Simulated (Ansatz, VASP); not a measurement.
Cd3SO2: VASP beside Ansatz

```xyz
12
Lattice="3.7943 0.0000 0.0000 -1.8971 3.2859 0.0000 0.0000 0.0000 18.8639" Properties=species:S:1:pos:R:3 pbc="T T T"
Cd    1.8971    1.0953    8.3308
Cd    1.8971    1.0953   17.7627
Cd    0.0000    0.0000    2.6320
Cd    0.0000    0.0000   12.0639
Cd    0.0000    2.1906    5.4935
Cd    0.0000    2.1906   14.9254
S     0.0000    0.0000    0.0779
S    -1.8971    3.2859    9.5099
O     1.8971    1.0953    6.1282
O     1.8971    1.0953   15.5601
O     0.0000    2.1906    3.2754
O     0.0000    2.1906   12.7074
```

Alike in both runs: task single point; functional PBE; k mesh 6 × 6 × 2; occupations gaussian, width 0.2 eV; no spin polarisation.

```csv
,VASP,Ansatz
version,VASP 6.6.1,Ansatz 0.2.0
potentials or method,"VASP PAW PBE potentials, release 64 (Cd, S, O), cutoff 520 eV","scalar-relativistic, plane waves, PAW"
valence electrons in the cell,108,156
```

```csv
,VASP,Ansatz,Ansatz less VASP
gap on the k mesh at the Fermi level (eV),none,none,-
pressure (GPa),0.7,0.0,-0.69
"traceless stress, the component that is largest in VASP (GPa)",0.17,0.06,-0.118
rms of the force components (eV/Å),0.017,0.005,-0.0121
```

Atom by atom the forces differ by 0.017 eV/Å (rms over components). A gap of «none» marks a metal or a gap that the smearing closes. With one functional, cell and mesh, what is left measures potentials, basis and numerics. VASP's potentials hold 108 valence electrons a cell and Ansatz's 156, so a difference there can come from the potentials and not from the codes.
